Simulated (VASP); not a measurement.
# NaCl (Fm-3m) in VASP: further runs, part 2 of 2

VASP 6.6.1. The steps go on from the part before.

**3. Relaxation of cell and atoms, LDA**

INCAR

```
SYSTEM = NaCl
  PREC = Accurate
  ENCUT = 600
  EDIFF = 1E-6
  ISMEAR = 0
  SIGMA = 0.02
  LREAL = .False.
  LASPH = .True.
  NELM = 60
  ALGO = Normal
  ISIF = 3
  LWAVE = .False.
  LCHARG = .False.
  GGA = CA
  IBRION = 2
  NSW = 100
  EDIFFG = -0.005
```

KPOINTS

```
Automatic mesh
0
Gamma
  8 8 8
  0 0 0
```

POSCAR

```
NaCl
1.0
    0.0000000000      2.7321951133      2.7321951133
    2.7321951133      0.0000000000      2.7321951133
    2.7321951133      2.7321951133      0.0000000000
Na Cl
1 1
Direct
    0.0000000000      0.0000000000      0.0000000000
    0.5000000000      0.5000000000      0.5000000000
```

Potentials or basis: VASP PAW LDA potentials, release 64 (Na_pv, Cl).

Command:

```console
$ cat potpaw_LDA.64/Na_pv/POTCAR potpaw_LDA.64/Cl/POTCAR > POTCAR
$ mpirun -np 1 vasp_std > vasp.out
```

OUTCAR:

```text
SYSTEM = NaCl
   PREC = Accurate
   ENCUT = 600
   EDIFF = 1E-6
   ISMEAR = 0
   LREAL = .False.
   LASPH = .True.
   NELM = 60
   ISIF = 3
   GGA = CA
   IBRION = 2
   NSW = 100
   EDIFFG = -0.005

 ion  position               nearest neighbor table
   1  0.000  0.000  0.000-
   2  0.500  0.500  0.500-

  LATTYP: Found a face centered cubic cell.
 ALAT       =     5.4643902266

  Lattice vectors:

 A1 = (   0.0000000000,   2.7321951133,   2.7321951133)
 A2 = (   2.7321951133,   0.0000000000,   2.7321951133)
 A3 = (   2.7321951133,   2.7321951133,   0.0000000000)

Analysis of symmetry for initial positions (statically):
=====================================================================
 Subroutine PRICEL returns:
 Original cell was already a primitive cell.

 Routine SETGRP: Setting up the symmetry group for a
 face centered cubic supercell.

 Subroutine GETGRP returns: Found 48 space group operations
 (whereof 48 operations were pure point group operations)
 out of a pool of 48 trial point group operations.

The static configuration has the point symmetry O_h .

Analysis of symmetry for dynamics (positions and initial velocities):
=====================================================================
 Subroutine PRICEL returns:
 Original cell was already a primitive cell.

 Routine SETGRP: Setting up the symmetry group for a
 face centered cubic supercell.

 Subroutine GETGRP returns: Found 48 space group operations
 (whereof 48 operations were pure point group operations)
 out of a pool of 48 trial point group operations.

The dynamic configuration has the point symmetry O_h .

 Subroutine INISYM returns: Found 48 space group operations
 (whereof 48 operations are pure point group operations),
 and found     1 'primitive' translations

[... 168 lines left out ...]
 -----------------------------------------------------------------------------------
    total drift:                                0.000000     -0.000000     -0.000000

  FREE ENERGIE OF THE ION-ELECTRON SYSTEM (eV)
  ---------------------------------------------------
  free  energy   TOTEN  =        -7.3893927146 eV

  energy  without entropy=       -7.3893927146  energy(sigma->0) =       -7.38939271

--------------------------------------- Ionic step        2  -------------------------------------------

 number of electron      14.0000002 magnetization

 Free energy of the ion-electron system (eV)
  ---------------------------------------------------
  ext. energy  EPLUGINS =         0.00000000
  ---------------------------------------------------
  free energy    TOTEN  =        -7.38939550 eV

  energy without entropy =       -7.38939550  energy(sigma->0) =       -7.38939550

 E-fermi :  -0.2058     XC(G=0):  -9.1332

 val. band max:       -0.3649699775   @ k =   0.0000   0.0000   0.0000
 cond. band min:       4.7116732178   @ k =   0.0000   0.0000   0.0000
 fundamental gap:      5.0766431953
 Fermi energy:        -0.2058452157

 k-point     1 :       0.0000    0.0000    0.0000
  band No.  band energies     occupation
      1     -20.9935      2.00000
      2     -20.9935      2.00000
      3     -20.9935      2.00000
      4     -13.1856      2.00000
      5      -0.3650      2.00000
      6      -0.3650      2.00000
      7      -0.3650      2.00000
      8       4.7117      0.00000
      9      10.5639      0.00000
     10      10.5639      0.00000
     11      10.5639      0.00000
[... 309 lines left out ...]
 k-point    24 :      -0.3750    0.2500    0.1250
  band No.  band energies     occupation
      1     -21.0321      2.00000
      2     -21.0064      2.00000
      3     -21.0003      2.00000
      4     -12.6762      2.00000
      5      -2.3716      2.00000
      6      -1.3082      2.00000
      7      -0.8770      2.00000
      8       7.8443      0.00000
      9       9.2064      0.00000
     10       9.9849      0.00000
     11      11.4043      0.00000

 [... further k-points ...]
[... 5 lines left out ...]
  --------------------------------------------------------------------------------------
  -------------------------------------------------------------------------------------
  Total       -0.0021865     -0.0021865     -0.0021865      0.0000000      0.0000000      0.0000000
  in kB       -0.0857935     -0.0857935     -0.0857935      0.0000000      0.0000000      0.0000000
  external PRESSURE =      -0.0857935 kB  Pullay stress =       0.0000000 kB

 VOLUME and BASIS-vectors are now :
 -----------------------------------------------------------------------------
  energy-cutoff  :      600.00
  volume of cell :       40.83
      direct lattice vectors                 reciprocal lattice vectors
     0.000000000  2.733122985  2.733122985    -0.182940908  0.182940908  0.182940908
     2.733122985 -0.000000000  2.733122985     0.182940908 -0.182940908  0.182940908
     2.733122985  2.733122985  0.000000000     0.182940908  0.182940908 -0.182940908

 POSITION                                       TOTAL-FORCE (eV/Angst)
 -----------------------------------------------------------------------------------
      2.73312      5.46625      2.73312        -0.000000      0.000000     -0.000000
      2.73312      2.73312      2.73312         0.000000     -0.000000      0.000000
 -----------------------------------------------------------------------------------
    total drift:                               -0.000000     -0.000000      0.000000

  FREE ENERGIE OF THE ION-ELECTRON SYSTEM (eV)
  ---------------------------------------------------
  free  energy   TOTEN  =        -7.3893954957 eV

  energy  without entropy=       -7.3893954957  energy(sigma->0) =       -7.38939550

 reached required accuracy - stopping structural energy minimisation
```

Run time: 7.8 s. Hardware: 1 thread of Intel Xeon Platinum 8488C (Sapphire Rapids), shared host; peak memory 0.15 GiB.

Results:

- Free energy: -7.3894 eV
- Relaxed volume: 20.42 Å³/atom
- Relaxed cell: a = 3.865 Å, b = 3.865 Å, c = 3.865 Å, α = 60.00°, β = 60.00°, γ = 60.00°
- Space group after relaxing (to 0.1 Å): Fm-3m (No. 225)
- Energy gained by relaxing: 0.0 meV/atom
- Ionic steps: 2
- Pressure after relaxing: 0.0 GPa
- Band gap on the k mesh: 5.08 eV

Final structure:
```yaml
crystal:
  lattice:
    - [0.00000, 2.73312, 2.73312]
    - [2.73312, 0.00000, 2.73312]
    - [2.73312, 2.73312, 0.00000]
  atoms:
    - { symbol: Na, position: [0.00000, 0.00000, 0.00000] }
    - { symbol: Cl, position: [0.50000, 0.50000, 0.50000] }
```

**4. Relaxation of cell and atoms, LDA**

INCAR

```
SYSTEM = NaCl
PREC = Accurate
ENCUT = 600
EDIFF = 1E-6
ISMEAR = 0
SIGMA = 0.01
LREAL = .False.
LASPH = .True.
NELM = 60
ALGO = Normal
ISIF = 3
LWAVE = .False.
LCHARG = .False.
IBRION = 2
NSW = 80
EDIFFG = -0.001
```

KPOINTS is that of step 3.

POSCAR is that of step 3.

Command:

```console
$ cat potpaw_LDA.64/Na_pv/POTCAR potpaw_LDA.64/Cl/POTCAR > POTCAR
$ mpirun -np 1 vasp_std > vasp.out
```

Run time: 9.7 s. Hardware: 1 thread of Intel Xeon Platinum 8488C (Sapphire Rapids), shared host; peak memory 0.15 GiB.

It converged, with:

```yaml
Free_energy: -7.3894 eV
Relaxed_volume: 20.41 Å³/atom
Relaxed_cell: a = 3.865 Å, b = 3.865 Å, c = 3.865 Å, α = 60.00°, β = 60.00°, γ = 60.00°
Space_group_after_relaxing_to_0.1_Å: Fm-3m (No. 225)
Energy_gained_by_relaxing: 0.0 meV/atom
Ionic_steps: 3
Pressure_after_relaxing: 0.0 GPa
Band_gap_on_the_k_mesh: 5.08 eV
```

Final structure:
```
Na Cl
1.0
     0.00000    2.73300    2.73300
     2.73300    0.00000    2.73300
     2.73300    2.73300    0.00000
Na Cl
1 1
Direct
  0.00000 0.00000 0.00000
  0.50000 0.50000 0.50000
```

Levels at points of the mesh, in eV from the valence-band top:
| k point | band 4 | band 5 | band 6 | band 7 | band 8 | band 9 | band 10 | band 11 |
| --- | --- | --- | --- | --- | --- | --- | --- | --- |
| (0.00, 0.00, 0.00) | -12.82 | 0.00 | 0.00 | 0.00 | 5.08 | 10.93 | 10.93 | 10.93 |
| (0.50, 0.00, 0.00) | -12.35 | -2.33 | -0.33 | -0.33 | 7.05 | 10.90 | 10.90 | 11.04 |
| (0.50, 0.50, 0.00) | -12.30 | -2.01 | -0.72 | -0.72 | 7.44 | 7.64 | 11.62 | 15.18 |

**5. Summary**

```csv
task,cell,cutoff (eV),smearing,gap on the mesh (eV),pressure (GPa),relaxed volume (Å³/atom)
single point,as given,520,gaussian 0.01 eV,5.08,0.0,-
relaxation of cell and atoms,relaxed,600,gaussian 0.02 eV,5.08,0.0,20.42
relaxation of cell and atoms,relaxed,600,gaussian 0.01 eV,5.08,0.0,20.41
```

Alike in all rows: level LDA; potentials or basis VASP PAW LDA potentials, release 64 (Na_pv, Cl); no spin polarisation; k mesh 8 × 8 × 8.

Total energies depend on the potentials used, so only differences within one code and one set of settings carry meaning.
